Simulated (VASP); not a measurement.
Runs of VASP 6.6.1 on HfO2. It takes space group P4_2/mnm (No. 136, tetragonal). The conventional cell has a = 4.814 Å, b = 4.814 Å, c = 3.205 Å, α = 90.00°, β = 90.00°, γ = 90.00°. Within 2.7 Å of Hf (site symmetry mmm) lie 6 O at 2.08 Å. O (site symmetry m2m) has 3 Hf at 2.08 Å and 1 O at 2.65 Å within 2.7 Å. 

| k mesh | gap on the mesh (eV) | pressure (GPa) | largest force (eV/Å) |
| --- | --- | --- | --- |
| 2 × 2 × 2 | (b) | 1.3 | (a) |
| 4 × 4 × 4 | 4.53 | 0.3 | 0.01 |
| 4 × 4 × 6 | 4.53 | 0.3 | 0.01 |
| 6 × 6 × 10 | 4.53 | 0.3 | 0.01 |
| 6 × 6 × 8 | 4.53 | 0.3 | 0.01 |
| 2 × 2 × 4 | 4.52 | 0.4 | 0.01 |

Alike in all rows: task single point; level r2SCAN; potentials or basis VASP PAW PBE potentials, release 64 (Hf_pv, O); no spin polarisation; cell as given; cutoff (eV) 520; smearing gaussian 0.01 eV.

**Question.** Estimate the missing entries.

**Answer.** (a) 0.23; (b) 4.45.

Caveats: some runs use coarse meshes; the PAW data sets were made with another functional, which shifts forces and pressure a little; spin-orbit coupling is left out, which moves the levels of the heavy elements.

A k mesh can miss the band edges, and the runs leave out spin-orbit coupling on Hf.
